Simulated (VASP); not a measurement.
A run of VASP 6.6.1:

The input INCAR:

```
SYSTEM = Sb
ALGO     = Normal         ! electronic algorithm
EDIFF    = 1E-8           ! SCF threshold, eV
ENCUT    = 520            ! plane-wave cutoff, eV
GGA      = PE             ! functional
ISIF     = 2              ! what is computed and relaxed
ISMEAR   = -1             ! smearing method
LASPH    = .TRUE.         ! aspherical terms in the spheres
LCHARG   = .FALSE.        ! write CHGCAR
LEFG     = .TRUE.       
LREAL    = .FALSE.        ! projectors in reciprocal space
LWAVE    = .FALSE.        ! write WAVECAR
NBANDS   = 8              ! bands
NELM     = 100            ! most SCF steps
PREC     = Accurate       ! precision mode
SIGMA    = 0.05           ! smearing width, eV
```

KPOINTS

```
k-points
0
G
  19 19 19
  0 0 0
```

File POSCAR:

```
Sb
1.0
   -1.4999665176      1.4999665176      2.4717056237
    1.4999665176     -1.4999665176      2.4717056237
    1.4999665176      1.4999665176     -2.4717056237
Sb
1
Direct
    0.0000000000      0.0000000000      0.0000000000
```

Potentials or basis: VASP PAW PBE potentials, release 64 (Sb).

The run is started by

```sh
$ cat potpaw_PBE.64/Sb/POTCAR > POTCAR
$ mpirun -np 1 vasp_std > vasp.out
```

Hardware: 1 thread of Intel(R) Xeon(R) 6975P-C (Granite Rapids), on a shared host.

Question: How long does it take, and how much memory?

Answer: Wall time 31 s on 1 thread of Intel(R) Xeon(R) 6975P-C (Granite Rapids) (shared host), peak memory 0.21 GiB. Counts: scf iterations 13, k points 550.
